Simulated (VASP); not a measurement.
## CuCl2: single point with r2SCAN

Crystal: CuCl2.

```
Cu Cl
1.0
     4.45955    0.00000    0.00000
     0.00000    4.45955    0.00000
     0.00000    0.00000    4.25936
Cu Cl
1 2
Direct
  0.00000 0.00000 0.00000
  0.50000 0.00000 0.00000
  0.00000 0.50000 0.00000
```

```json
{
  "Program": "VASP 6.6.1",
  "Task": "single point",
  "Functional": "r2SCAN",
  "Potentials or basis": "VASP PAW PBE potentials, release 64 (Cu, Cl)",
  "Cutoff": "520 eV",
  "k mesh": "7 × 7 × 7",
  "Occupations": "methfessel-paxton, width 0.15 eV",
  "Spin": "no spin polarisation",
  "Dipole correction": "no",
  "Further INCAR settings": "ALGO = Normal; EDIFF = 1e-06; NBANDS = 20"
}
```

```yaml
Pressure: 0.8 GPa
Band_gap_on_the_k_mesh: zero (an odd number of electrons rules out a gap without spin polarisation)
```

Stress tensor (GPa, compression positive):
```
 1.28  0.00  0.00
 0.00  1.28  0.00
 0.00  0.00 -0.29
```

Levels at points of the mesh, in eV from the Fermi level:
```
           k point  band 11  band 12  band 13  band 14  band 15  band 16
(0.00, 0.00, 0.00)    -1.02    -0.83    -0.83     3.31     6.64    10.08
```

Wall time 100 s on 1 thread of Intel(R) Xeon(R) 6975P-C (Granite Rapids) (shared host), peak memory 0.23 GiB.

Caveat: the PAW data sets were made with another functional, which shifts forces and pressure a little; an odd number of electrons without spin polarisation forces a metal; a magnetic or distorted state may lie lower. With open d or f shells a metallic result of r2SCAN can be an artefact of self-interaction; +U or a hybrid may open a gap.
